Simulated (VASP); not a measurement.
A run of VASP 6.6.1 is set up as follows.

File INCAR:

```
PREC = Accurate
ENCUT = 400
EDIFF = 1E-6
ISMEAR = 0
SIGMA = 0.05
LREAL = F
LASPH = T
NELM = 120
ALGO = Normal
ISIF = 2
LWAVE = F
LCHARG = T
LDIPOL = T
IDIPOL = 3
DIPOL = 0.5 0.5 0.309
GGA = PE
LELF = T
LVHAR = T
LVACPOTAV = T
NBANDS = 16
GGA_COMPAT = F
NELMDL = -8
```

File KPOINTS:

```
regular mesh
0
Gamma
  7 7 1
```

The input POSCAR:

```
Si
1.0
    3.8675357018      0.0000000000      0.0000000000
    0.0000000000      3.8675357018      0.0000000000
    0.0000000000      0.0000000000     19.6115149105
Si
4
Direct
    0.0000000000      0.5000000000      0.2039618060
    0.0000000000      0.0000000000      0.2736851480
    0.5000000000      0.0000000000      0.3452315356
    0.5000000000      0.5000000000      0.4136098077
```

Potentials or basis: VASP PAW PBE potentials, release 64 (Si).

The run is started by

```console
$ cat potpaw_PBE.64/Si/POTCAR > POTCAR
$ mpirun -np 1 vasp_std > vasp.out
```

Task: What does it give for the largest force?

Result: 0.159 eV/Å.

Task: What does it give for the band gap on the k mesh?

Result: Zero (bands 8 and 9 overlap by 0.66 eV).

Forces on the atoms (eV/Å):
```
Si   0.000  0.000  0.159
Si   0.000  0.000 -0.152
Si   0.000  0.000 -0.002
Si   0.000  0.000 -0.005
```
